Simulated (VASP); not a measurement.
Here is a VASP 6.6.1 calculation.

File INCAR:

```
PREC = Accurate ; ENCUT = 520
EDIFF = 1E-7 ; ISMEAR = 0
SIGMA = 0.15 ; LREAL = F
LASPH = T ; NELM = 80
ALGO = Normal ; ISIF = 2
LWAVE = F ; LCHARG = T
GGA = PS ; LELF = T
LVHAR = T ; NBANDS = 12
```

File KPOINTS:

```
regular mesh
0
Gamma
  18 18 18
```

File POSCAR:

```
Sc
1.0
    0.0000000000      2.2364425000      2.3386150000
    2.2364425000      0.0000000000      2.3386150000
    2.2364425000      2.2364425000      0.0000000000
Sc
1
Direct
    0.0000000000      0.0000000000      0.0000000000
```

Potentials or basis: VASP PAW PBE potentials, release 64 (Sc_sv).

The run is started by

```console
$ cat potpaw_PBE.64/Sc_sv/POTCAR > POTCAR
$ mpirun -np 1 vasp_std > vasp.out
```

Task: Predict the pressure.

Result: 0.5 GPa.

Stress tensor (GPa, compression positive):
```
 0.98  0.00  0.00
 0.00  0.98  0.00
 0.00  0.00 -0.47
```

Caveat: the cell differs from its parent crystal (strain -0.015 along x and y, +0.030 along z); the PAW data sets were made with another functional, which shifts forces and pressure a little.
